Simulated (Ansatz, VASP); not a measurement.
## RbCl in VASP and in Ansatz

File INCAR:

```
ALGO     = Normal         # electronic algorithm
EDIFF    = 1E-6           # SCF threshold, eV
ENCUT    = 500            # plane-wave cutoff, eV
GGA      = PE             # functional
GGA_COMPAT= F            
ISIF     = 2              # what is computed and relaxed
ISMEAR   = 0              # smearing method
LASPH    = T              # aspherical terms in the spheres
LCHARG   = T              # write CHGCAR
LELF     = T              # ELF
LREAL    = F              # projectors in reciprocal space
LVHAR    = T            
LWAVE    = F              # write WAVECAR
NBANDS   = 15             # bands
NELM     = 120            # most SCF steps
PREC     = Accurate       # precision mode
SIGMA    = 0.02           # smearing width, eV
```

The input KPOINTS:

```
k-points
0
Gamma
  6 6 6
```

The input POSCAR:

```
RbCl
1.0
    0.0000000000      3.4572361834      3.4572361834
    3.4572361834      0.0000000000      3.4572361834
    3.4572361834      3.4572361834      0.0000000000
Rb Cl
1 1
Direct
    0.0000000000      0.0000000000      0.0000000000
    0.5000000000      0.5000000000      0.5000000000
```

Input for Ansatz:

```yaml
crystal:
  lattice:
    - [0.0, 3.4572361834, 3.4572361834]
    - [3.4572361834, 0.0, 3.4572361834]
    - [3.4572361834, 3.4572361834, 0.0]
  atoms:
    - { symbol: Rb, position: [0.0, 0.0, 0.0] }
    - { symbol: Cl, position: [0.5, 0.5, 0.5] }
basis:
  ecutwfc: 420
kpoints:
  mp_grid: { grid: [6, 6, 6] }
hamiltonian:
  xc: pbe
scf:
  occupations: { method: gaussian, width: 0.02 }
output:
  forces: true
  stress: true
  eigenvalues: true
  write_density: true
  write_potential: true
  elf: true
  volumetric_format: npy
```

Alike in both runs: task single point; functional PBE; k mesh 6 × 6 × 6; occupations gaussian, width 0.02 eV; no spin polarisation.

|  | VASP | Ansatz |
| --- | --- | --- |
| version | VASP 6.6.1 | Ansatz 0.2.0 |
| potentials or method | VASP PAW PBE potentials, release 64 (Rb_sv, Cl), cutoff 500 eV | scalar-relativistic, plane waves, PAW |
| valence electrons in the cell | 16 | 16 |

|  | VASP | Ansatz | Ansatz less VASP |
| --- | --- | --- | --- |
| gap on the k mesh at the Fermi level (eV) | 4.56 | 4.56 | +0.002 |
| least direct gap on the mesh (eV) | 4.56 | 4.56 | +0.002 |
| pressure (GPa) | -1.1 | -1.1 | +0.01 |

The functional is the same, so the differences come from potentials, cutoffs and numerics.
